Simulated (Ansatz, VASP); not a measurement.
**TaTlO4: VASP beside Ansatz**

Contents of INCAR:

```
ALGO     = Normal         # electronic algorithm
EDIFF    = 1E-7           # SCF threshold, eV
EDIFFG   = -0.01          # ionic threshold
ENCUT    = 600            # plane-wave cutoff, eV
GGA      = PE             # functional
IBRION   = 2              # ionic algorithm
ISIF     = 3              # what is computed and relaxed
ISMEAR   = 0              # smearing method
LASPH    = True           # aspherical terms in the spheres
LCHARG   = False          # write CHGCAR
LREAL    = False          # projectors in reciprocal space
LWAVE    = False          # write WAVECAR
NELM     = 100            # most SCF steps
NSW      = 100            # ionic steps
PREC     = Accurate       # precision mode
SIGMA    = 0.1            # smearing width, eV
```

KPOINTS

```
k-points
0
Gamma
  10 10 8
```

Contents of POSCAR:

```
TaTlO4
1.0
    3.5976802282      0.0000000000      0.0000000000
    0.0000000000      3.5976802282      0.0000000000
    0.0000000000      0.0000000000      5.3794160995
Ta Tl O
1 1 4
Direct
    0.0000000000      0.0000000000      0.0000000000
    0.5000000000      0.5000000000      0.5000000000
    0.5000000000      0.0000000000      0.2199400702
    0.0000000000      0.5000000000      0.7800599298
    0.5000000000      0.0000000000      0.7800599298
    0.0000000000      0.5000000000      0.2199400702
```

Input for Ansatz:

```yaml
crystal:
  lattice:
    - [3.5976802282, 0.0, 0.0]
    - [0.0, 3.5976802282, 0.0]
    - [0.0, 0.0, 5.3794160995]
  atoms:
    - { symbol: Ta, position: [0.0, 0.0, 0.0] }
    - { symbol: Tl, position: [0.5, 0.5, 0.5] }
    - { symbol: O, position: [0.5, 0.0, 0.2199400702] }
    - { symbol: O, position: [0.0, 0.5, 0.7800599298] }
    - { symbol: O, position: [0.5, 0.0, 0.7800599298] }
    - { symbol: O, position: [0.0, 0.5, 0.2199400702] }
basis:
  ecutwfc: 420
kpoints:
  mp_grid: { grid: [10, 10, 8] }
hamiltonian:
  xc: pbe
scf:
  occupations: { method: gaussian, width: 0.1 }
output:
  forces: true
  stress: true
  eigenvalues: true
relax:
  adjacent_minimum: "off"
  f_tol: 0.01
  max_steps: 80
  cell: { stress_tol: 0.05 }
```

Alike in both runs: task relaxation of cell and atoms; functional PBE; k mesh 10 × 10 × 8; occupations gaussian, width 0.1 eV; no spin polarisation.

|  | VASP | Ansatz |
| --- | --- | --- |
| version | VASP 6.6.1 | Ansatz 0.2.0 |
| potentials or method | VASP PAW PBE potentials, release 64 (Ta_pv, Tl_d, O), cutoff 600 eV | scalar-relativistic, plane waves, PAW |
| valence electrons in the cell | 48 | 50 |

|  | VASP | Ansatz | Ansatz less VASP |
| --- | --- | --- | --- |
| gap on the k mesh at the Fermi level, each at its own relaxed structure (eV) | none | none | - |
| relaxed volume (Å³/atom) | 11.62 | 11.60 | -0.013 |
| relaxed cell length with the largest relative difference (Å) | 5.382 | 5.379 | -0.0021 |

A gap of «none» marks a metal or a gap that the smearing closes. VASP's potentials hold 48 valence electrons a cell and Ansatz's 50, so a difference there can come from the potentials and not from the codes.

Neither program's run includes spin-orbit coupling.
